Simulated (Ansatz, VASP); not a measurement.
One calculation of TiO2, two programs

The input INCAR:

```
SYSTEM = TiO2
ALGO     = Normal         ! electronic algorithm
EDIFF    = 1E-6           ! SCF threshold, eV
ENCUT    = 520            ! plane-wave cutoff, eV
ISIF     = 2              ! what is computed and relaxed
ISMEAR   = 0              ! smearing method
LASPH    = .TRUE.         ! aspherical terms in the spheres
LCHARG   = .FALSE.        ! write CHGCAR
LREAL    = .FALSE.        ! projectors in reciprocal space
LWAVE    = .FALSE.        ! write WAVECAR
NBANDS   = 33             ! bands
NELM     = 100            ! most SCF steps
PREC     = Accurate       ! precision mode
SIGMA    = 0.01           ! smearing width, eV
```

The input KPOINTS:

```
k-points
0
G
  6 6 8
  0 0 0
```

POSCAR

```
TiO2
1.0
    4.5481613788      0.0000000000      0.0000000000
    0.0000000000      4.5481613788      0.0000000000
    0.0000000000      0.0000000000      2.9171283562
Ti O
2 4
Direct
    0.0000000000      0.0000000000      0.0000000000
    0.5000000000      0.5000000000      0.5000000000
    0.3039661007      0.3039661007      0.0000000000
    0.1960338993      0.8039661007      0.5000000000
    0.6960338993      0.6960338993      0.0000000000
    0.8039661007      0.1960338993      0.5000000000
```

Input for Ansatz:

```yaml
crystal:
  lattice:
    - [4.54816137885, 0.0, 0.0]
    - [0.0, 4.54816137885, 0.0]
    - [0.0, 0.0, 2.91712835618]
  atoms:
    - { symbol: Ti, position: [0.0, 0.0, 0.0] }
    - { symbol: Ti, position: [0.5, 0.5, 0.5] }
    - { symbol: O, position: [0.303966100656, 0.303966100656, 0.0] }
    - { symbol: O, position: [0.196033899344, 0.803966100656, 0.5] }
    - { symbol: O, position: [0.696033899344, 0.696033899344, 0.0] }
    - { symbol: O, position: [0.803966100656, 0.196033899344, 0.5] }
kpoints:
  mp_grid: { grid: [6, 6, 8] }
scf:
  occupations: { method: fixed }
  convergence: { dr2_threshold: 1.0e-10 }
hamiltonian:
  xc: lda
  pseudopotentials: { kind: all_electron, lapw: { basis_error: 0.0005 } }
output:
  forces: true
  stress: true
  eigenstates:
    kpoints:
      - [0.0, 0.0, 0.0]
      - [0.0, 0.5, 0.5]
      - [0.5, 0.0, 0.5]
      - [0.5, 0.5, 0.0]
      - [0.0, 0.0, -0.5]
      - [-0.5, -0.5, -0.5]
      - [0.0, -0.5, 0.0]
      - [-0.5, 0.0, 0.0]
  eigenvalues: true
```

Change from the starting cell: unstrained.

Alike in both runs: task single point; functional LDA; k mesh 6 × 6 × 8; no spin polarisation.

```csv
,VASP,Ansatz
version,VASP 6.6.1,Ansatz 0.2.0
potentials or method,"VASP PAW LDA potentials, release 64 (Ti_sv, O), cutoff 520 eV","all-electron LAPW, scalar-relativistic"
occupations,"gaussian, width 0.01 eV",fixed
```

VASP gave:

| Property | Result |
| --- | --- |
| gap on the k mesh at the Fermi level (eV) | 1.83 |
| pressure (GPa) | 1.3 |
| traceless stress, the component that is largest in VASP (GPa) | 0.32 |
| rms of the force components (eV/Å) | 0.018 |

What did Ansatz give for the same quantities?

gap on the k mesh at the Fermi level (eV): 1.85; pressure (GPa): 0.2; traceless stress, the component that is largest in VASP (GPa): 0.07; rms of the force components (eV/Å): 0.003.

LDA's correlation is that of Perdew and Zunger in VASP and of Perdew and Wang (1992) in Ansatz. Atom by atom the forces differ by 0.015 eV/Å (rms over components). Ansatz ran all-electron here, and VASP with PAW potentials. Ansatz's warnings: metallic iterate.
